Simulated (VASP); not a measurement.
Wanted: the native input for a VASP 6.6.1 run.

```
Task                   : single point
Functional             : PBE
Potentials or basis    : VASP PAW PBE potentials, release 64 (Os, Cl)
Cutoff                 : 520 eV
k mesh                 : 6 × 6 × 6
Occupations            : gaussian, width 0.05 eV
Spin                   : collinear spin
Starting moments       : [1.86, 0.13, 0.13, 0.14] μB
Hubbard terms          : Os d U = 2.0 eV
Dipole correction      : no
Further INCAR settings : ALGO = Normal; EDIFF = 1e-06; NBANDS = 26
```

The structure of OsCl3 lies in POSCAR:

```
OsCl3
1.0
    4.8189849265      0.0000000000      0.0000000000
    0.0000000000      4.8189849265      0.0000000000
    0.0000000000      0.0000000000      4.8189849265
Os Cl
1 3
Direct
    0.0000000000      0.0000000000      0.0000000000
    0.5000000000      0.0000000000      0.0000000000
    0.0000000000      0.0000000000      0.5000000000
    0.0000000000      0.5000000000      0.0000000000
```

One way to write it, as run:

INCAR

```
PREC = Accurate
ENCUT = 520
EDIFF = 1E-6
ISMEAR = 0
SIGMA = 0.05
LREAL = F
LASPH = T
NELM = 150
ALGO = Normal
ISIF = 2
LWAVE = F
LCHARG = F
ISPIN = 2
MAGMOM = 1.86 0.13 0.13 0.14
LORBIT = 11
LMAXMIX = 4
LDAU = T
LDAUTYPE = 2
LDAUL = 2 -1
LDAUU = 2 0
LDAUJ = 0 0
LDAUPRINT = 1
GGA = PE
NBANDS = 26
```

KPOINTS

```
Automatic mesh
0
Gamma
  6 6 6
```

Potentials or basis: VASP PAW PBE potentials, release 64 (Os, Cl).

Launch:

```sh
$ cat potpaw_PBE.64/Os/POTCAR potpaw_PBE.64/Cl/POTCAR > POTCAR
$ mpirun -np 1 vasp_std > vasp.out
```

Results of the run:

The pressure is 1.1 GPa and the net moment is 3.08 μB per cell. The site moments are Os +2.75; Cl +0.12 μB and the valence electrons inside the program's atomic spheres are Os 6.92; Cl 5.10.

Run time: 3.3 min on 1 thread of Intel(R) Xeon(R) 6975P-C (Granite Rapids) (shared host), peak memory 0.35 GiB.
